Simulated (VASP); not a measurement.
Runs of VASP 6.6.1 on ZnSe. The structure is cubic, space group F-43m (No. 216). Conventional cell: a = 5.665 Å, b = 5.665 Å, c = 5.665 Å, α = 90.00°, β = 90.00°, γ = 90.00°. Zn (site symmetry -43m) has 4 Se at 2.45 Å within 3.2 Å. Se (site symmetry -43m) has 4 Zn at 2.45 Å within 3.2 Å. 

```tsv
level	potentials or basis	k mesh	gap on the mesh (eV)	pressure (GPa)
PBE	VASP PAW PBE potentials, release 64 (Zn, Se)	6 × 6 × 6	1.29	2.5
r2SCAN	VASP PAW PBE potentials, release 64 (Zn, Se)	4 × 4 × 4	(a)	(c)
LDA	VASP PAW LDA potentials, release 64 (Zn, Se)	6 × 6 × 6	1.07	-3.0
r2SCAN	VASP PAW PBE potentials, release 64 (Zn, Se)	6 × 6 × 6	1.87	(b)
```

Alike in all rows: task single point; no spin polarisation; cell as given; cutoff (eV) 520; smearing gaussian 0.01 eV.

Fill in the values left out.

(a) 1.86; (b) 0.1; (c) 0.4.

Caveats: some runs use coarse meshes; the PAW data sets were made with another functional, which shifts forces and pressure a little (some runs).

A k mesh can miss the band edges, and the runs leave out spin-orbit coupling on Se.
